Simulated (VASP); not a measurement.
# VNiC4N4 (P-43m) in VASP: notebook, part 2 of 2

VASP 6.6.1.

### Step 3. Single point, PBE, collinear spin, ferromagnetic start

This run uses another cell than the first one, of 20.36 Å³/atom.

File INCAR:

```
SYSTEM = VNiC4N4
PREC = Accurate
ENCUT = 520
EDIFF = 1E-7
ISMEAR = 0
SIGMA = 0.1
LREAL = .FALSE.
LASPH = .TRUE.
NELM = 150
ALGO = Normal
ISIF = 2
LWAVE = .FALSE.
LCHARG = .TRUE.
ISPIN = 2
MAGMOM = -2 -2 0 0 0 0 0 0 0 0
LORBIT = 11
LMAXMIX = 4
GGA = PE
LELF = .TRUE.
LVHAR = .TRUE.
NBANDS = 44
```

File KPOINTS:

```
regular mesh
0
G
  4 4 4
  0 0 0
```

File POSCAR:

```
VNiC4N4
1.0
    5.8826218900      0.0000000000      0.0000000000
    0.0000000000      5.8826218900      0.0000000000
    0.0000000000      0.0000000000      5.8826218900
V Ni C N
1 1 4 4
Direct
    0.5000000000      0.5000000000      0.5000000000
    0.0000000000      0.0000000000      0.0000000000
    0.1881440800      0.1881440800      0.1881440800
    0.1881440800      0.8118559200      0.8118559200
    0.8118559200      0.1881440800      0.8118559200
    0.8118559200      0.8118559200      0.1881440800
    0.3029738000      0.3029738000      0.3029738000
    0.3029738000      0.6970262000      0.6970262000
    0.6970262000      0.3029738000      0.6970262000
    0.6970262000      0.6970262000      0.3029738000
```

Potentials or basis: VASP PAW PBE potentials, release 64 (V_sv, Ni, C, N).

Started as:

```bash
cat potpaw_PBE.64/V_sv/POTCAR potpaw_PBE.64/Ni/POTCAR potpaw_PBE.64/C/POTCAR potpaw_PBE.64/N/POTCAR > POTCAR
mpirun -np 1 vasp_std > vasp.out
```

OUTCAR:

```text
SYSTEM = VNiC4N4
   PREC = Accurate
   ENCUT = 520
   EDIFF = 1E-7
   ISMEAR = 0
   LREAL = .FALSE.
   LASPH = .TRUE.
   NELM = 150
   ISIF = 2
   ISPIN = 2
   LORBIT = 11
   GGA = PE

 ion  position               nearest neighbor table
   1  0.500  0.500  0.500-   7 2.01   8 2.01   9 2.01  10 2.01
   2  0.000  0.000  0.000-   3 1.92   4 1.92   5 1.92   6 1.92
   3  0.188  0.188  0.188-   7 1.17   2 1.92
   4  0.188  0.812  0.812-   8 1.17   2 1.92
   5  0.812  0.188  0.812-   9 1.17   2 1.92
   6  0.812  0.812  0.188-  10 1.17   2 1.92
   7  0.303  0.303  0.303-   3 1.17   1 2.01
   8  0.303  0.697  0.697-   4 1.17   1 2.01
   9  0.697  0.303  0.697-   5 1.17   1 2.01
  10  0.697  0.697  0.303-   6 1.17   1 2.01

  LATTYP: Found a simple cubic cell.
 ALAT       =     5.8826218900

  Lattice vectors:

[... 1116 lines left out ...]
      4.10034      1.78228      4.10034        -1.684637      1.684637     -1.684637
      4.10034      4.10034      1.78228        -1.684637     -1.684637      1.684637
 -----------------------------------------------------------------------------------
    total drift:                               -0.000000     -0.000000      0.000000

  FREE ENERGIE OF THE ION-ELECTRON SYSTEM (eV)
  ---------------------------------------------------
  free  energy   TOTEN  =       -81.6836784220 eV

  energy  without entropy=      -81.6514612416  energy(sigma->0) =      -81.66756983

 total charge

# of ion       s       p       d       tot
------------------------------------------
    1        2.230   6.184   2.881  11.295
    2        0.496   0.749   8.216   9.460
    3        0.969   1.582   0.000   2.551
    4        0.969   1.582   0.000   2.551
    5        0.969   1.582   0.000   2.551
    6        0.969   1.582   0.000   2.551
    7        1.297   2.630   0.000   3.926
    8        1.297   2.630   0.000   3.926
    9        1.297   2.630   0.000   3.926
   10        1.297   2.630   0.000   3.926
--------------------------------------------------
tot         11.786  23.779  11.097  46.663

 magnetization (x)

# of ion       s       p       d       tot
------------------------------------------
    1       -0.014  -0.015  -1.708  -1.736
    2        0.004   0.053   0.709   0.766
    3        0.005  -0.026   0.000  -0.021
    4        0.005  -0.026   0.000  -0.021
    5        0.005  -0.026   0.000  -0.021
    6        0.005  -0.026   0.000  -0.021
    7        0.006   0.048   0.000   0.054
    8        0.006   0.048   0.000   0.054
    9        0.006   0.048   0.000   0.054
   10        0.006   0.048   0.000   0.054
--------------------------------------------------
tot          0.034   0.128  -0.999  -0.837
```

OSZICAR:

```text
N       E                     dE             d eps       ncg     rms          rms(c)
DAV:   1     0.498690492261E+03    0.49869E+03   -0.27904E+04  2000   0.120E+03
DAV:   2    -0.274522243651E+02   -0.52614E+03   -0.49155E+03  1944   0.327E+02
DAV:   3    -0.974521115014E+02   -0.70000E+02   -0.67490E+02  2176   0.125E+02
DAV:   4    -0.100648665570E+03   -0.31966E+01   -0.31102E+01  2168   0.280E+01
[... 14 lines left out ...]
DAV:  19    -0.816836725738E+02   -0.13497E-05   -0.29523E-05  2308   0.415E-02    0.210E-02
DAV:  20    -0.816836767713E+02   -0.41975E-05   -0.71905E-06  2220   0.192E-02    0.120E-02
DAV:  21    -0.816836780266E+02   -0.12553E-05   -0.24906E-06  2152   0.102E-02    0.441E-03
DAV:  22    -0.816836783891E+02   -0.36244E-06   -0.54113E-07  1888   0.462E-03    0.188E-03
DAV:  23    -0.816836784220E+02   -0.32967E-07   -0.11817E-07  1124   0.250E-03
   1 F= -.81683678E+02 E0= -.81667570E+02  d E =-.322172E-01  mag=    -1.0000
```

stdout:

```text
POSCAR found type information on POSCAR V NiC N
 POSCAR found :  4 types and      10 ions
 scaLAPACK will be used
 LDA part: xc-table for (Slater+PW92), standard interpolation
 POSCAR, INCAR and KPOINTS ok, starting setup
 FFT: planning ... GRIDC
 FFT: planning ... GRID_SOFT
 FFT: planning ... GRID
 WAVECAR not read
 entering main loop
```

It took 2.8 min on 1 thread of AMD EPYC 9R45 (Zen 5), shared host; peak memory 0.44 GiB.

What came out:

| Property | Result |
| --- | --- |
| Free energy | -81.6837 eV |
| Pressure | -1.7 GPa |
| Largest force | 2.918 eV/Å |
| Band gap on the k mesh | zero (filled and empty bands overlap) |
| Net moment | -1.00 μB per cell |
| Site moments | V -1.74; Ni +0.77; C -0.02; N +0.05 μB |
| Valence electrons inside the program's atomic spheres | V 11.29; Ni 9.46; C 2.55; N 3.93 |

Forces in eV/Å, atoms in the order of the input:
```
V    0.000  0.000  0.000
Ni   0.000  0.000  0.000
C   -1.294 -1.294 -1.294
C   -1.294  1.294  1.294
C    1.294 -1.294  1.294
C    1.294  1.294 -1.294
N    1.685  1.685  1.685
N    1.685 -1.685 -1.685
N   -1.685  1.685 -1.685
N   -1.685 -1.685  1.685
```

Levels at points of the mesh, in eV from the Fermi level:
Spin up:
| k point | band 25 | band 26 | band 27 | band 28 | band 29 | band 30 | band 31 | band 32 | band 33 | band 34 |
| --- | --- | --- | --- | --- | --- | --- | --- | --- | --- | --- |
| (0.00, 0.00, 0.00) | -1.84 | -1.84 | -0.83 | -0.83 | -0.83 | 1.28 | 1.28 | 1.40 | 1.40 | 1.40 |
| (0.50, 0.00, 0.00) | -1.80 | -1.67 | -0.91 | -0.80 | -0.80 | 1.31 | 1.31 | 1.60 | 1.68 | 1.68 |
| (0.50, 0.50, 0.00) | -1.78 | -1.67 | -0.88 | -0.76 | -0.76 | 1.28 | 1.33 | 1.59 | 1.70 | 1.70 |
| (0.50, 0.50, 0.50) | -1.83 | -1.83 | -0.77 | -0.77 | -0.77 | 1.31 | 1.31 | 1.55 | 1.55 | 1.55 |
Spin down:
| k point | band 26 | band 27 | band 28 | band 29 | band 30 | band 31 | band 32 | band 33 | band 34 | band 35 |
| --- | --- | --- | --- | --- | --- | --- | --- | --- | --- | --- |
| (0.00, 0.00, 0.00) | -1.69 | -0.49 | -0.49 | -0.26 | -0.26 | -0.26 | 0.71 | 0.71 | 0.71 | 4.46 |
| (0.50, 0.00, 0.00) | -1.27 | -1.13 | -0.72 | -0.28 | -0.28 | 0.20 | 0.80 | 0.99 | 0.99 | 4.26 |
| (0.50, 0.50, 0.00) | -1.28 | -1.06 | -0.72 | -0.19 | -0.19 | 0.21 | 0.79 | 0.94 | 0.94 | 4.46 |
| (0.50, 0.50, 0.50) | -1.69 | -0.43 | -0.43 | -0.13 | -0.13 | -0.13 | 0.75 | 0.75 | 0.75 | 4.69 |

Caveat: a cell with one magnetic atom can't hold antiferromagnetic order, which such compounds often take; forces of over 1 eV/Å act on the atoms, so gaps and moduli don't describe the material at rest. With open d or f shells a metallic result of PBE can be an artefact of self-interaction; +U or a hybrid may open a gap.
